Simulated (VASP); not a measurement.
# CaH (P6_3/mmc) in VASP: notebook, part 2 of 2

VASP 6.6.1.

## Step 3: Single point, PBE

This run uses another cell than the first one, of 18.61 Å³/atom, 1.074 times its volume.

The input, INCAR:

```
SYSTEM = CaH
ALGO     = Normal         ! electronic algorithm
EDIFF    = 1E-7           ! SCF threshold, eV
ENCUT    = 520            ! plane-wave cutoff, eV
GGA      = PE             ! functional
ISIF     = 2              ! what is computed and relaxed
ISMEAR   = 0              ! smearing method
LASPH    = .TRUE.         ! aspherical terms in the spheres
LCHARG   = .TRUE.         ! write CHGCAR
LELF     = .TRUE.         ! ELF
LREAL    = .FALSE.        ! projectors in reciprocal space
LVHAR    = .TRUE.       
LWAVE    = .FALSE.        ! write WAVECAR
NBANDS   = 19             ! bands
NELM     = 100            ! most SCF steps
PREC     = Accurate       ! precision mode
SIGMA    = 0.1            ! smearing width, eV
```

The input, KPOINTS:

```
k-points
0
G
  6 6 4
  0 0 0
```

The input, POSCAR:

```
CaH
1.0
    3.7365000000      0.0000000000      0.0000000000
   -1.8682500000      3.2359039200      0.0000000000
    0.0000000000      0.0000000000      6.1562186400
Ca H
2 2
Direct
    0.3333333300      0.6666666700      0.7500000000
    0.6666666700      0.3333333300      0.2500000000
    0.0000000000      0.0000000000      0.0000000000
    0.0000000000      0.0000000000      0.5000000000
```

Potentials or basis: VASP PAW PBE potentials, release 64 (Ca_sv, H).

Command:

```bash
> cat potpaw_PBE.64/Ca_sv/POTCAR potpaw_PBE.64/H/POTCAR > POTCAR
> mpirun -np 1 vasp_std > vasp.out
```

OUTCAR:

```text
SYSTEM = CaH
   EDIFF = 1E-7
   ENCUT = 520
   GGA = PE
   ISIF = 2
   ISMEAR = 0
   LASPH = .TRUE.
   LREAL = .FALSE.
   NELM = 100
   PREC = Accurate

 ion  position               nearest neighbor table
   1  0.333  0.667  0.750-
   2  0.667  0.333  0.250-
   3  0.000  0.000  0.000-
   4  0.000  0.000  0.500-

  LATTYP: Found a hexagonal cell.
 ALAT       =     3.7365000000
 C/A-ratio  =     1.6475896267

  Lattice vectors:

 A1 = (   3.7365000000,   0.0000000000,   0.0000000000)
 A2 = (  -1.8682500000,   3.2359039200,   0.0000000000)
 A3 = (   0.0000000000,   0.0000000000,   6.1562186400)

Analysis of symmetry for initial positions (statically):
=====================================================================
 Subroutine PRICEL returns:
 Original cell was already a primitive cell.

 Routine SETGRP: Setting up the symmetry group for a
 hexagonal supercell.

 Subroutine GETGRP returns: Found 24 space group operations
 (whereof 12 operations were pure point group operations)
 out of a pool of 24 trial point group operations.

The static configuration has the point symmetry D_3d.
 The point group associated with its full space group is D_6h.

Analysis of symmetry for dynamics (positions and initial velocities):
=====================================================================
 Subroutine PRICEL returns:
 Original cell was already a primitive cell.

 Routine SETGRP: Setting up the symmetry group for a
 hexagonal supercell.

 Subroutine GETGRP returns: Found 24 space group operations
 (whereof 12 operations were pure point group operations)
 out of a pool of 24 trial point group operations.

The dynamic configuration has the point symmetry D_3d.
 The point group associated with its full space group is D_6h.

[... 114 lines left out ...]
   EFERMI_NEDOS =   21; number of points for ismear=-14 and -15
   IALGO  =     38    algorithm
   IMIX   =      4    mixing-type and parameters
     AMIX     =   0.40;   BMIX     =  1.00
     AMIX_MAG =   1.60;   BMIX_MAG =  1.00
  volume/ion in A,a.u.               =      18.61       125.58
  Fermi-wavevector in a.u.,A,eV,Ry     =   1.090496  2.060739 16.179804  1.189182
  Thomas-Fermi vector in A             =   2.226722
   LORBIT       =      0    0 simple, 1 ext, 2 COOP (PROOUT), +10 PAW based schemes
   GGA     = PE    functional components
   LHFCALC =     F    Hartree Fock is set to
   AEXX    =    0.0000 exact exchange contribution
   IVDW    =     0    specifies the selected vdW correction
   LEPSILON=     F    determine dielectric tensor
   LRPA    =     F    only Hartree local field effects (RPA)
 non-spin polarized calculation
 Gauss-broadening in eV      SIGMA  =   0.10
  energy-cutoff  :      520.00
  volume of cell :       74.43
 maximum number of plane-waves:      2020
 NGX is ok and might be reduce to    28
   NGX = 13   NGY = 13   NGZ = 23

 number of electron      22.0000001 magnetization

 Free energy of the ion-electron system (eV)
  ---------------------------------------------------
  ext. energy  EPLUGINS =         0.00000000
  ---------------------------------------------------
  free energy    TOTEN  =       -11.50619844 eV

  energy without entropy =      -11.49249046  energy(sigma->0) =      -11.49934445

 E-fermi :   2.9480     XC(G=0):  -8.5840

 val. band max:        2.8540153880   @ k =   0.3333   0.1667   0.5000
 cond. band min:       2.9610689219   @ k =   0.1667   0.1667   0.2500
 fundamental gap:      0.1070535339
 Fermi energy:         2.9480393993

 k-point     1 :       0.0000    0.0000    0.0000
  band No.  band energies     occupation
      1     -38.7601      2.00000
      2     -38.7357      2.00000
      3     -19.9119      2.00000
      4     -19.6853      2.00000
      5     -19.6803      2.00000
      6     -19.6803      2.00000
[... 439 lines left out ...]
      6     -19.7926      2.00000
[... 11 lines left out ...]
     18       7.1575      0.00000
     19       8.1166      0.00000

------------------------ aborting loop because EDIFF is reached ----------------------------------------

  FORCE on cell =-STRESS in cart. coord.  units (eV):
  Direction    XX          YY          ZZ          XY          YZ          ZX
  --------------------------------------------------------------------------------------
  -------------------------------------------------------------------------------------
  Total       -0.4654606     -0.4654606     -1.9372984      0.0000000     -0.0000000      0.0000000
  in kB      -10.0188740    -10.0188740    -41.6996554      0.0000000     -0.0000000      0.0000000
  external PRESSURE =     -20.5791344 kB  Pullay stress =       0.0000000 kB

 VOLUME and BASIS-vectors are now :
 -----------------------------------------------------------------------------
  energy-cutoff  :      520.00
  volume of cell :       74.43
      direct lattice vectors                 reciprocal lattice vectors
     3.736500000  0.000000000  0.000000000     0.267630135  0.154516331  0.000000000
    -1.868250000  3.235903920  0.000000000     0.000000000  0.309032661  0.000000000
     0.000000000  0.000000000  6.156218640     0.000000000  0.000000000  0.162437376

 POSITION                                       TOTAL-FORCE (eV/Angst)
 -----------------------------------------------------------------------------------
     -0.00000      2.15727      4.61716        -0.000000      0.000000      0.000000
      1.86825      1.07863      1.53905         0.000000     -0.000000      0.000000
      0.00000      0.00000      0.00000         0.000000      0.000000      0.000000
      0.00000      0.00000      3.07811         0.000000      0.000000      0.000000
 -----------------------------------------------------------------------------------
    total drift:                               -0.000006      0.000003     -0.000000

  FREE ENERGIE OF THE ION-ELECTRON SYSTEM (eV)
  ---------------------------------------------------
  free  energy   TOTEN  =       -11.5061984385 eV

  energy  without entropy=      -11.4924904642  energy(sigma->0) =      -11.49934445
```

OSZICAR:

```text
N       E                     dE             d eps       ncg     rms          rms(c)
DAV:   1     0.175892272808E+03    0.17589E+03   -0.10554E+04   798   0.106E+03
DAV:   2    -0.169086518397E+01   -0.17758E+03   -0.17504E+03   836   0.316E+02
DAV:   3    -0.116679233277E+02   -0.99771E+01   -0.98982E+01  1546   0.554E+01
DAV:   4    -0.119561091436E+02   -0.28819E+00   -0.28441E+00  1036   0.102E+01
DAV:   5    -0.119693312543E+02   -0.13222E-01   -0.13218E-01  1327   0.136E+00    0.523E+00
DAV:   6    -0.115954775604E+02    0.37385E+00   -0.42986E-01   912   0.231E+00    0.284E+00
DAV:   7    -0.115016190056E+02    0.93859E-01   -0.48870E-01   917   0.269E+00    0.597E-01
DAV:   8    -0.115069302568E+02   -0.53113E-02   -0.80116E-02  1218   0.967E-01    0.176E-01
DAV:   9    -0.115060929822E+02    0.83727E-03   -0.31568E-03  1118   0.194E-01    0.767E-02
DAV:  10    -0.115061767291E+02   -0.83747E-04   -0.25212E-04  1152   0.843E-02    0.307E-02
DAV:  11    -0.115062006033E+02   -0.23874E-04   -0.57143E-05   985   0.509E-02    0.101E-02
DAV:  12    -0.115061992734E+02    0.13299E-05   -0.52135E-06  1169   0.124E-02    0.355E-03
DAV:  13    -0.115061979204E+02    0.13530E-05   -0.90956E-07   988   0.808E-03    0.276E-03
DAV:  14    -0.115061982859E+02   -0.36544E-06   -0.85758E-08   737   0.280E-03    0.767E-04
DAV:  15    -0.115061984237E+02   -0.13787E-06   -0.18935E-08   636   0.129E-03    0.406E-05
DAV:  16    -0.115061984385E+02   -0.14760E-07   -0.48747E-09   609   0.605E-04
   1 F= -.11506198E+02 E0= -.11499344E+02  d E =-.137080E-01
```

Run time: 20 s. Hardware: 1 thread of Intel Xeon Platinum 8488C (Sapphire Rapids), shared host; peak memory 0.19 GiB.

What came out:

```
Free energy            : -11.5062 eV
Pressure               : -2.1 GPa
Band gap on the k mesh : zero (band 11 reaches 3.73 eV, above the bottom of band 12 at 2.57 eV)
```

Stress tensor (GPa, compression positive):
```
-1.00  0.00  0.00
 0.00 -1.00  0.00
 0.00  0.00 -4.17
```

Levels at points of the mesh, in eV from the Fermi level:
| k point | band 8 | band 9 | band 10 | band 11 | band 12 | band 13 | band 14 | band 15 |
| --- | --- | --- | --- | --- | --- | --- | --- | --- |
| (0.00, 0.00, 0.00) | -22.60 | -6.58 | -4.02 | -1.38 | 2.28 | 2.28 | 2.35 | 2.79 |
| (0.50, 0.00, 0.00) | -22.63 | -4.65 | -3.77 | -1.37 | 0.27 | 1.18 | 1.71 | 2.13 |
| (0.00, 0.00, 0.50) | -22.61 | -5.63 | -5.63 | 0.78 | 0.78 | 2.32 | 2.32 | 2.32 |
| (0.50, 0.00, 0.50) | -22.66 | -4.30 | -4.30 | -0.37 | -0.37 | 1.20 | 1.20 | 2.93 |
